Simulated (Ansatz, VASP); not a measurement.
GaAs in VASP and in Ansatz

```
Ga As
1.0
     0.00000    2.83309    2.83309
     2.83309    0.00000    2.83309
     2.83309    2.83309    0.00000
Ga As
1 1
Direct
  0.00000 0.00000 0.00000
  0.25000 0.25000 0.25000
```

Alike in both runs: task single point; functional HSE06; k mesh 6 × 6 × 6; no spin polarisation.

```csv
,VASP,Ansatz
version,VASP 6.6.1,Ansatz 0.2.0
potentials or method,"VASP PAW PBE potentials, release 64 (Ga_d, As)","plane waves, PAW"
plane-wave cutoff (eV),520,420
occupations,"gaussian, width 0.01 eV",fixed
valence electrons in the cell,18,28
```

```tsv
	VASP	Ansatz	Ansatz less VASP
gap on the k mesh at the Fermi level (eV)	1.36	1.36	+0.004
pressure (GPa)	0.5	0.6	+0.14
```

VASP's potentials hold 18 valence electrons a cell and Ansatz's 28, so a difference there can come from the potentials and not from the codes. Ansatz's warnings: stress exchange threshold loose, stress scf threshold loose.
